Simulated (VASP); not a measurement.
## Re: single point with PBEsol

The system is Re.

```xyz
1
Lattice="0.0000 2.0029 2.0029 2.0029 0.0000 2.0029 2.0029 2.0029 0.0000" Properties=species:S:1:pos:R:3 pbc="T T T"
Re    0.0000    0.0000    0.0000
```

This isn't the form of Re at room conditions, which is hcp.

```
Program                : VASP 6.6.1
Task                   : single point
Functional             : PBEsol
Potentials or basis    : VASP PAW PBE potentials, release 64 (Re)
Cutoff                 : 520 eV
k mesh                 : 18 × 18 × 18
Occupations            : gaussian, width 0.1 eV
Spin                   : no spin polarisation
Dipole correction      : no
Further INCAR settings : ALGO = Normal; EDIFF = 1e-06; NBANDS = 10
```

```
Pressure               : -30.6 GPa
Band gap on the k mesh : zero (an odd number of electrons rules out a gap without spin polarisation)
```

Levels at points of the mesh, in eV from the Fermi level:
```tsv
k point	band 2	band 3	band 4	band 5	band 6	band 7
(0.00, 0.00, 0.00)	-1.68	-1.68	-1.68	1.11	1.11	13.88
(0.50, 0.00, 0.00)	-1.85	-1.85	0.12	3.34	3.34	8.73
(0.50, 0.50, 0.00)	-5.27	2.48	3.28	3.99	3.99	11.47
```

It took 44 s on 1 thread of Intel Xeon 8259CL, on a shared host, peak memory 0.16 GiB.

Caveat: the cell stands under tension; the PAW data sets were made with another functional, which shifts forces and pressure a little; spin-orbit coupling is left out, which moves the levels of the heavy elements.
